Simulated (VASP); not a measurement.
Set up this calculation in VASP 6.6.1, as the native input.

| Item | Value |
| --- | --- |
| Task | single point |
| Functional | PBE |
| Potentials or basis | VASP PAW PBE potentials, release 64 (Ir) |
| Cutoff | 520 eV |
| k mesh | 14 × 14 × 14 |
| Occupations | methfessel-paxton, width 0.03 eV |
| Spin | no spin polarisation |
| Dipole correction | no |
| Further INCAR settings | ALGO = Normal; EDIFF = 1e-07; NBANDS = 10 |

The structure of Ir lies in POSCAR:

```
Ir
1.0
    0.0000000000      1.9360622002      1.9360622002
    1.9360622002      0.0000000000      1.9360622002
    1.9360622002      1.9360622002      0.0000000000
Ir
1
Direct
    0.0000000000      0.0000000000      0.0000000000
```

These files were run (other wordings do the same):

INCAR

```
SYSTEM = Ir
PREC     = Accurate       ! precision mode
ENCUT    = 520            ! plane-wave cutoff, eV
EDIFF    = 1E-7           ! SCF threshold, eV
ISMEAR   = 1              ! smearing method
SIGMA    = 0.03           ! smearing width, eV
LREAL    = .FALSE.        ! projectors in reciprocal space
LASPH    = .TRUE.         ! aspherical terms in the spheres
NELM     = 60             ! most SCF steps
ALGO     = Normal         ! electronic algorithm
ISIF     = 2              ! what is computed and relaxed
LWAVE    = .FALSE.        ! write WAVECAR
LCHARG   = .FALSE.        ! write CHGCAR
GGA      = PE             ! functional
NBANDS   = 10             ! bands
```

KPOINTS

```
Automatic mesh
0
G
  14 14 14
  0 0 0
```

Potentials or basis: VASP PAW PBE potentials, release 64 (Ir).

The run is started by

```bash
$ cat potpaw_PBE.64/Ir/POTCAR > POTCAR
$ mpirun -np 1 vasp_std > vasp.out
```

It gave:

The pressure is 0.3 GPa.

Wall time 12 s on 1 thread of Intel Xeon 6975P-C, on a shared host, peak memory 0.14 GiB.
